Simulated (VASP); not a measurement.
# La2SnO4 (R-3m) in VASP: notebook

Runs on La2SnO4. Level: PBE. Tasks: single point.

All numbers are computed with VASP 6.6.1; they aren't measurements. Logs are shortened: lines on timing, memory, paths and dates and some standing lists are left out, and cuts for length are marked.

## 1. The cell of the first run

Symmetry: R-3m, No. 166, trigonal system. The conventional cell has a = 3.891 Å, b = 3.891 Å, c = 27.191 Å, α = 90.00°, β = 90.00°, γ = 120.00°. Within 3.1 Å of La (site symmetry 3m) lie 7 O at 2.35 to 2.70 Å. Within 3.9 Å of Sn (site symmetry -3m) lie 8 O at 2.67 to 3.64 Å and 6 La at 3.70 Å and 6 Sn at 3.89 Å. O (site symmetry 3m) has 4 La at 2.35 to 2.48 Å and 6 O at 2.87 to 3.14 Å within 3.2 Å. O (site symmetry 3m) has 3 Sn at 2.67 Å and 3 La at 2.70 Å and 3 O at 3.14 Å within 3.5 Å.

The cell was generated, and may not be a known phase.

## 2. Single point, PBE

The input, INCAR:

```
SYSTEM = La2SnO4
PREC = Accurate ; ENCUT = 520
EDIFF = 1E-6 ; ISMEAR = 0
SIGMA = 0.15 ; LREAL = .False.
LASPH = .True. ; NELM = 80
ALGO = Normal ; ISIF = 2
LWAVE = .False. ; LCHARG = .True.
GGA = PE ; LELF = .True.
LVHAR = .True. ; NBANDS = 39
```

The input, KPOINTS:

```
regular mesh
0
Gamma
  3 3 3
  0 0 0
```

The input, POSCAR:

```
La2SnO4
1.0
    1.9455326783      1.1232538174      9.0637289914
   -1.9455326783      1.1232538174      9.0637289914
    0.0000000000     -2.2465076291      9.0637289921
La Sn O
2 1 4
Direct
    0.2249890263      0.2249890263      0.2249890263
    0.7750109737      0.7750109737      0.7750109737
    0.0000000000      0.0000000000      0.0000000000
    0.1337239996      0.1337239996      0.1337239996
    0.8662760004      0.8662760004      0.8662760004
    0.3863105906      0.3863105906      0.3863105906
    0.6136894094      0.6136894094      0.6136894094
```

Potentials or basis: VASP PAW PBE potentials, release 64 (La, Sn_d, O).

Command:

```
> cat potpaw_PBE.64/La/POTCAR potpaw_PBE.64/Sn_d/POTCAR potpaw_PBE.64/O/POTCAR > POTCAR
> mpirun -np 1 vasp_std > vasp.out
```

OUTCAR:

```text
SYSTEM = La2SnO4
   PREC = Accurate
   ENCUT = 520
   EDIFF = 1E-6
   ISMEAR = 0
   LREAL = .False.
   LASPH = .True.
   NELM = 80
   ISIF = 2
   GGA = PE

 ion  position               nearest neighbor table
   1  0.225  0.225  0.225-   5 2.35   5 2.35   5 2.35   4 2.48   7 2.70   7 2.70   7 2.70   3 3.70
                             3 3.70   3 3.70
   2  0.775  0.775  0.775-   4 2.35   4 2.35   4 2.35   5 2.48   6 2.70   6 2.70   6 2.70   3 3.70
                             3 3.70   3 3.70
   3  0.000  0.000  0.000-   7 2.67   6 2.67   7 2.67   7 2.67   6 2.67   6 2.67   1 3.70   2 3.70
                             1 3.70   2 3.70   1 3.70   2 3.70
   4  0.134  0.134  0.134-   2 2.35   2 2.35   2 2.35   1 2.48
   5  0.866  0.866  0.866-   1 2.35   1 2.35   1 2.35   2 2.48
   6  0.386  0.386  0.386-   3 2.67   3 2.67   3 2.67   2 2.70   2 2.70   2 2.70
   7  0.614  0.614  0.614-   3 2.67   3 2.67   3 2.67   1 2.70   1 2.70   1 2.70

  LATTYP: Found a trigonal (rhomboedric) cell.
 ALAT       =     9.3379858519
 COS(alpha) =     0.9131838281

  Lattice vectors:

 A1 = (   1.9455326783,   1.1232538174,   9.0637289914)
 A2 = (  -1.9455326783,   1.1232538174,   9.0637289914)
 A3 = (   0.0000000000,  -2.2465076291,   9.0637289921)

Analysis of symmetry for initial positions (statically):
=====================================================================
 Subroutine PRICEL returns:
 Original cell was already a primitive cell.

 Routine SETGRP: Setting up the symmetry group for a
 trigonal (rhombohedral) supercell.

 Subroutine GETGRP returns: Found 12 space group operations
 (whereof 12 operations were pure point group operations)
 out of a pool of 12 trial point group operations.

The static configuration has the point symmetry D_3d.

Analysis of symmetry for dynamics (positions and initial velocities):
=====================================================================
 Subroutine PRICEL returns:
 Original cell was already a primitive cell.

 Routine SETGRP: Setting up the symmetry group for a
 trigonal (rhombohedral) supercell.

 Subroutine GETGRP returns: Found 12 space group operations
 (whereof 12 operations were pure point group operations)
 out of a pool of 12 trial point group operations.

The dynamic configuration has the point symmetry D_3d.

 Subroutine INISYM returns: Found 12 space group operations
 (whereof 12 operations are pure point group operations),
 and found     1 'primitive' translations

----------------------------------------------------------------------------------------

                                     Primitive cell

  volume of cell :     118.8433

  direct lattice vectors                    reciprocal lattice vectors
     1.945532678  1.123253817  9.063728991     0.256999024  0.148378456  0.036776622
    -1.945532678  1.123253817  9.063728991    -0.256999024  0.148378456  0.036776622
     0.000000000 -2.246507629  9.063728992     0.000000000 -0.296756912  0.036776622

  length of vectors
     9.337985852  9.337985852  9.337985852     0.299027063  0.299027063  0.299027063

  position of ions in fractional coordinates (direct lattice)
     0.224989026  0.224989026  0.224989026
     0.775010974  0.775010974  0.775010974
     0.000000000  0.000000000  0.000000000
     0.133724000  0.133724000  0.133724000
     0.866276000  0.866276000  0.866276000
     0.386310591  0.386310591  0.386310591
     0.613689409  0.613689409  0.613689409

  ion indices of the primitive-cell ions
   primitive index   ion index
                 1           1
                 2           2
                 3           3
                 4           4
                 5           5
                 6           6
                 7           7

----------------------------------------------------------------------------------------

 KPOINTS: regular mesh

Automatic generation of k-mesh.
 Grid dimensions read from file:
 generate k-points for:    3    3    3

 Generating k-lattice:

  Cartesian coordinates                     Fractional coordinates (reciprocal lattice)
     0.085666341  0.049459485  0.012258874     0.333333333  0.000000000 -0.000000000
    -0.085666341  0.049459485  0.012258874     0.000000000  0.333333333 -0.000000000
     0.000000000 -0.098918971  0.012258874     0.000000000  0.000000000  0.333333333

  Length of vectors
     0.099675688  0.099675688  0.099675688

  Shift w.r.t. Gamma in fractional coordinates (k-lattice)
     0.000000000  0.000000000  0.000000000

 Subroutine IBZKPT returns following result:
 ===========================================

 Found      6 irreducible k-points:

 Following reciprocal coordinates:
            Coordinates               Weight
  0.000000  0.000000  0.000000      1.000000
  0.333333  0.000000 -0.000000      6.000000
  0.333333  0.333333 -0.000000      6.000000
 -0.333333  0.333333  0.000000      6.000000
  0.333333  0.333333  0.333333      2.000000
 -0.333333  0.333333  0.333333      6.000000
   k-points           NKPTS =      6   k-points in BZ     NKDIM =      6   number of bands    NBANDS=     39
   number of dos      NEDOS =    301   number of ions     NIONS =      7
   total plane-waves  NPLWV = 343000
   dimension x,y,z NGX =    70 NGY =   70 NGZ =   70
   dimension x,y,z NGXF=   140 NGYF=  140 NGZF=  140
   ions per type =               2   1   4
   NGX,Y,Z   is equivalent  to a cutoff of  12.46, 12.46, 12.46 a.u.
   NGXF,Y,Z  is equivalent  to a cutoff of  24.92, 24.92, 24.92 a.u.
 SYSTEM =  La2SnO4
   PREC   = accura    normal or accurate (medium, high low for compatibility)
   ISTART =      0    job   : 0-new  1-cont  2-samecut
   ICHARG =      2    charge: 1-file 2-atom 10-const
   ISPIN  =      1    spin polarized calculation?
   LNONCOLLINEAR =      F non collinear calculations
   LSORBIT =      F    spin-orbit coupling
   LASPH  =      T    aspherical Exc in radial PAW
   ENCUT  =  520.0 eV  38.22 Ry    6.18 a.u.  17.36 17.36 17.36*2*pi/ulx,y,z
   NELM   =     80;   NELMIN=  2; NELMDL= -5     # of ELM steps
   EDIFF  = 0.1E-05   stopping-criterion for ELM
   LREAL  =      F    real-space projection
   EDIFFG = 0.1E-04   stopping-criterion for IOM
   NSW    =      0    number of steps for IOM
   IBRION =     -1    ionic relax: 0-MD 1-quasi-New 2-CG
   NFREE  =      0    steps in history (QN), initial steepest desc. (CG)
   ISIF   =      2    stress and relaxation
   ISYM   =      2    0-nonsym 1-usesym 2-fastsym
   POTIM  = 0.5000    time-step for ionic-motion
   TEBEG  =    0.0;   TEEND  =   0.0 temperature during run
   PSTRESS=    0.0 pullay stress
   NELECT =      60.0000    total number of electrons
   NUPDOWN=      -1.0000    fix difference up-down
   EMIN   =  10.00;   EMAX   =-10.00  energy-range for DOS
   EFERMI =   0.00;   METHOD = LEGACY
   ISMEAR =     0;   SIGMA  =   0.15  broadening in eV -4-tet -1-fermi 0-gaus
   EFERMI_NEDOS =   21; number of points for ismear=-14 and -15
   IALGO  =     38    algorithm
   IMIX   =      4    mixing-type and parameters
     AMIX     =   0.40;   BMIX     =  1.00
     AMIX_MAG =   1.60;   BMIX_MAG =  1.00
  volume/ion in A,a.u.               =      16.98       114.57
  Fermi-wavevector in a.u.,A,eV,Ry     =   1.303568  2.463386 23.120240  1.699290
  Thomas-Fermi vector in A             =   2.434562
   LORBIT       =      0    0 simple, 1 ext, 2 COOP (PROOUT), +10 PAW based schemes
   GGA     = PE    functional components
   LHFCALC =     F    Hartree Fock is set to
   AEXX    =    0.0000 exact exchange contribution
   IVDW    =     0    specifies the selected vdW correction
   LEPSILON=     F    determine dielectric tensor
   LRPA    =     F    only Hartree local field effects (RPA)
 non-spin polarized calculation
 Gauss-broadening in eV      SIGMA  =   0.15
  energy-cutoff  :      520.00
  volume of cell :      118.84
 maximum number of plane-waves:      3223
 NGX is ok and might be reduce to    70

 number of electron      59.9999997 magnetization

 Free energy of the ion-electron system (eV)
  ---------------------------------------------------
  ext. energy  EPLUGINS =         0.00000000
  ---------------------------------------------------
  free energy    TOTEN  =       -52.12060749 eV

  energy without entropy =      -52.12060749  energy(sigma->0) =      -52.12060749

 E-fermi :   7.1355     XC(G=0): -10.3819

 val. band max:        6.4498291645   @ k =  -0.3333   0.3333   0.0000
 cond. band min:       8.0051655754   @ k =   0.3333   0.3333   0.3333
 fundamental gap:      1.5553364109
 Fermi energy:         7.1355276171

 k-point     1 :       0.0000    0.0000    0.0000
  band No.  band energies     occupation
      1     -24.1779      2.00000
      2     -24.0569      2.00000
      3     -14.3801      2.00000
      4     -14.3504      2.00000
      5     -14.3504      2.00000
      6     -14.3150      2.00000
[... 31 lines left out ...]
     38      11.0195      0.00000
     39      11.0248      0.00000

 k-point     2 :       0.3333    0.0000   -0.0000
  band No.  band energies     occupation
      1     -24.0425      2.00000
      2     -23.9712      2.00000
      3     -14.3705      2.00000
      4     -14.3682      2.00000
      5     -14.3482      2.00000
      6     -14.3354      2.00000
[... 31 lines left out ...]
     38      10.9553      0.00000
     39      10.9689      0.00000

 k-point     3 :       0.3333    0.3333   -0.0000
  band No.  band energies     occupation
      1     -24.0425      2.00000
      2     -23.9712      2.00000
      3     -14.3705      2.00000
      4     -14.3681      2.00000
      5     -14.3482      2.00000
      6     -14.3354      2.00000
[... 31 lines left out ...]
     38      11.0054      0.00000
     39      11.0540      0.00000

 k-point     4 :      -0.3333    0.3333    0.0000
  band No.  band energies     occupation
      1     -23.9500      2.00000
      2     -23.9500      2.00000
      3     -14.3646      2.00000
      4     -14.3646      2.00000
      5     -14.3599      2.00000
      6     -14.3162      2.00000
[... 31 lines left out ...]
     38      10.9722      0.00000
     39      11.0144      0.00000

 k-point     5 :       0.3333    0.3333    0.3333
  band No.  band energies     occupation
      1     -24.1777      2.00000
      2     -24.0571      2.00000
      3     -14.3801      2.00000
      4     -14.3504      2.00000
      5     -14.3504      2.00000
      6     -14.3150      2.00000
[... 31 lines left out ...]
     38      11.0258      0.00000
     39      11.0270      0.00000

 k-point     6 :      -0.3333    0.3333    0.3333
  band No.  band energies     occupation
      1     -24.0425      2.00000
      2     -23.9713      2.00000
      3     -14.3706      2.00000
      4     -14.3683      2.00000
      5     -14.3482      2.00000
      6     -14.3355      2.00000
[... 31 lines left out ...]
     38      10.9456      0.00000
     39      11.0112      0.00000

------------------------ aborting loop because EDIFF is reached ----------------------------------------

  FORCE on cell =-STRESS in cart. coord.  units (eV):
  Direction    XX          YY          ZZ          XY          YZ          ZX
  --------------------------------------------------------------------------------------
  -------------------------------------------------------------------------------------
  Total       -0.3971828     -0.3971828     -0.2672862      0.0000000      0.0000000      0.0000000
  in kB       -5.3545921     -5.3545921     -3.6033999      0.0000000      0.0000000      0.0000000
  external PRESSURE =      -4.7708614 kB  Pullay stress =       0.0000000 kB

 VOLUME and BASIS-vectors are now :
 -----------------------------------------------------------------------------
  energy-cutoff  :      520.00
  volume of cell :      118.84
      direct lattice vectors                 reciprocal lattice vectors
     1.945532678  1.123253817  9.063728991     0.256999024  0.148378456  0.036776622
    -1.945532678  1.123253817  9.063728991    -0.256999024  0.148378456  0.036776622
     0.000000000 -2.246507629  9.063728992     0.000000000 -0.296756912  0.036776622

 POSITION                                       TOTAL-FORCE (eV/Angst)
 -----------------------------------------------------------------------------------
      0.00000      0.00000      6.11772         0.000000      0.000000      0.010530
      0.00000      0.00000     21.07347         0.000000     -0.000000     -0.010530
      0.00000      0.00000      0.00000         0.000000      0.000000     -0.000000
      0.00000      0.00000      3.63611         0.000000     -0.000000     -0.010196
      0.00000      0.00000     23.55507         0.000000      0.000000      0.010196
      0.00000      0.00000     10.50424         0.000000      0.000000      0.002107
      0.00000      0.00000     16.68694         0.000000     -0.000000     -0.002107
 -----------------------------------------------------------------------------------
    total drift:                                0.000000     -0.000000      0.000000

  FREE ENERGIE OF THE ION-ELECTRON SYSTEM (eV)
  ---------------------------------------------------
  free  energy   TOTEN  =       -52.1206074854 eV

  energy  without entropy=      -52.1206074854  energy(sigma->0) =      -52.12060749
```

Wall time 2.5 min (1 thread of Intel Xeon 6975P-C (Granite Rapids), shared host); peak memory 0.67 GiB.

Results:

```
Free energy            : -52.1206 eV
Pressure               : -0.5 GPa
Largest force          : 0.011 eV/Å
Band gap on the k mesh : 1.56 eV (least direct gap 2.00 eV)
```

Forces on the atoms (eV/Å):
```
La   0.000  0.000  0.011
La   0.000  0.000 -0.011
Sn   0.000  0.000  0.000
O    0.000  0.000 -0.010
O    0.000  0.000  0.010
O    0.000  0.000  0.002
O    0.000  0.000 -0.002
```

Stress tensor (GPa, compression positive):
```
-0.54  0.00  0.00
 0.00 -0.54  0.00
 0.00  0.00 -0.36
```

Levels at points of the mesh, in eV from the valence-band top:
```tsv
k point	band 27	band 28	band 29	band 30	band 31	band 32	band 33	band 34
(0.00, 0.00, 0.00)	-1.53	-1.53	-1.45	-0.78	1.88	3.77	4.05	4.05
```

Caveat: the k points lie up to 0.63 Å⁻¹ apart; spin-orbit coupling is left out, which moves the levels of the heavy elements. A k mesh can miss the band edges.

## 3. Single point, PBE

This run uses another cell than the first one, of the same volume but with other edges.

The input, INCAR:

```
ALGO = Normal ; EDIFF = 1E-7
ENCUT = 520 ; GGA = PE
ISIF = 2 ; ISMEAR = 0
LASPH = T ; LCHARG = T
LELF = T ; LREAL = F
LVHAR = T ; LWAVE = F
NBANDS = 39 ; NELM = 100
PREC = Accurate ; SIGMA = 0.1
```

The input, KPOINTS:

```
k-points
0
Gamma
  6 6 6
```

The input, POSCAR:

```
La2SnO4
1.0
   -1.9429988859      3.3653727894      0.0000000000
   -3.8859977717      0.0000000000      0.0000000000
   -1.9429988859      1.1217909298      9.0730655127
La Sn O
2 1 4
Direct
    0.7749094736      0.7749094736      0.6752715792
    0.2250905264      0.2250905264      0.3247284208
    0.0000000000      0.0000000000      0.0000000000
    0.8661465638      0.8661465638      0.4015603085
    0.1338534362      0.1338534362      0.5984396915
    0.6137221916      0.6137221916      0.1588334253
    0.3862778084      0.3862778084      0.8411665747
```

Potentials or basis: VASP PAW PBE potentials, release 64 (La, Sn_d, O).

Command:

```
> cat potpaw_PBE.64/La/POTCAR potpaw_PBE.64/Sn_d/POTCAR potpaw_PBE.64/O/POTCAR > POTCAR
> mpirun -np 1 vasp_std > vasp.out
```

Run time: 2.9 min. Hardware: 1 thread of Intel Xeon 6975P-C (Granite Rapids), shared host; peak memory 0.33 GiB.

It converged, with:

| Property | Result |
| --- | --- |
| Free energy | -52.1089 eV |
| Pressure | -0.2 GPa |
| Largest force | 0.014 eV/Å |
| Band gap on the k mesh | 1.42 eV (least direct gap 1.77 eV) |

Forces in eV/Å, atoms in the order of the input:
```
La   0.000  0.000 -0.014
La   0.000  0.000  0.014
Sn   0.000  0.000  0.000
O    0.000  0.000 -0.014
O    0.000  0.000  0.014
O    0.000  0.000  0.010
O    0.000  0.000 -0.010
```

Stress tensor (GPa, compression positive):
```
-0.25  0.00  0.00
 0.00 -0.25  0.00
 0.00  0.00 -0.17
```

Levels at points of the mesh, in eV from the valence-band top:
```csv
k point,band 26,band 27,band 28,band 29,band 30,band 31,band 32,band 33,band 34,band 35
"(0.00, 0.00, 0.00)",-1.65,-1.56,-1.56,-1.47,-0.80,1.86,3.75,4.04,4.04,4.41
"(0.50, 0.00, 0.00)",-1.57,-1.51,-1.39,-1.38,-0.04,2.10,3.52,3.77,3.90,4.26
"(0.50, 0.50, 0.00)",-1.68,-1.59,-1.52,-1.28,0.00,2.24,3.46,3.56,4.02,4.21
"(0.00, 0.00, 0.50)",-1.64,-1.64,-1.58,-1.58,-0.35,1.42,3.79,4.04,4.04,4.41
```

Caveat: spin-orbit coupling is left out, which moves the levels of the heavy elements.
